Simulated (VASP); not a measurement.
Runs of VASP 6.6.1 on Nb. The structure is that of space group I4/mmm (No. 139), or close to it. The cells are those of the table. 

| cell | further INCAR settings | gap on the mesh (eV) | pressure (GPa) |
| --- | --- | --- | --- |
| a = 2.990 Å, angles 100.0, 100.0, 130.6°, 1 atom | ALGO = Fast; EDIFF = 1e-07; NBANDS = 12 | none | 7.1 |
| a = 2.904 Å, angles 114.7, 114.7, 99.4°, 1 atom | ALGO = Fast; EDIFF = 1e-07; NBANDS = 12 | none | (b) |
| a = 2.929 Å, angles 117.3, 117.3, 94.8°, 1 atom | ALGO = Fast; EDIFF = 1e-06; NBANDS = 12 | none | 1.5 |
| a = 2.886 Å, angles 107.3, 107.3, 113.9°, 1 atom | ALGO = Fast; EDIFF = 1e-06; NBANDS = 12 | none | (a) |
| a = 2.953 Å, angles 101.5, 101.5, 126.9°, 1 atom | ALGO = Fast; EDIFF = 1e-07; NBANDS = 12 | none | 2.9 |

Alike in all rows: task single point; level PBE; potentials or basis VASP PAW PBE potentials, release 64 (Nb_sv); no spin polarisation; k mesh 22 × 22 × 22; cutoff (eV) 520; smearing gaussian 0.15 eV.

**Question.** Estimate the missing entries.

**Answer.** (a) -2.5; (b) -0.5.

Caveats: the cell stands under pressure (at least some runs).

A k mesh can miss the band edges, and the runs leave out spin-orbit coupling on Nb.

A gap of «none» marks levels without a gap at the run's occupations.
